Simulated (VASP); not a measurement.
Here is a VASP 6.6.1 calculation.

Contents of INCAR:

```
ALGO = Normal
EDIFF = 1E-6
ENCUT = 520
GGA = PS
ISIF = 2
ISMEAR = 0
LASPH = True
LCHARG = True
LELF = True
LREAL = False
LVHAR = True
LWAVE = False
NBANDS = 7
NELM = 60
PREC = Accurate
SIGMA = 0.15
```

The input KPOINTS:

```
k-points
0
Gamma
  13 13 13
```

Contents of POSCAR:

```
Be
1.0
   -1.2531210000      1.2531210000      1.2531210000
    1.2531210000     -1.2531210000      1.2531210000
    1.2531210000      1.2531210000     -1.2531210000
Be
1
Direct
    0.0000000000      0.0000000000      0.0000000000
```

Potentials or basis: VASP PAW PBE potentials, release 64 (Be).

The run is started by

```console
$ cat potpaw_PBE.64/Be/POTCAR > POTCAR
$ mpirun -np 1 vasp_std > vasp.out
```

Predict the pressure.

-1.7 GPa.

What does it give for the band gap on the k mesh?

Zero (band 1 reaches 10.70 eV, above the bottom of band 2 at 6.74 eV).

Caveat: the PAW data sets were made with another functional, which shifts forces and pressure a little.
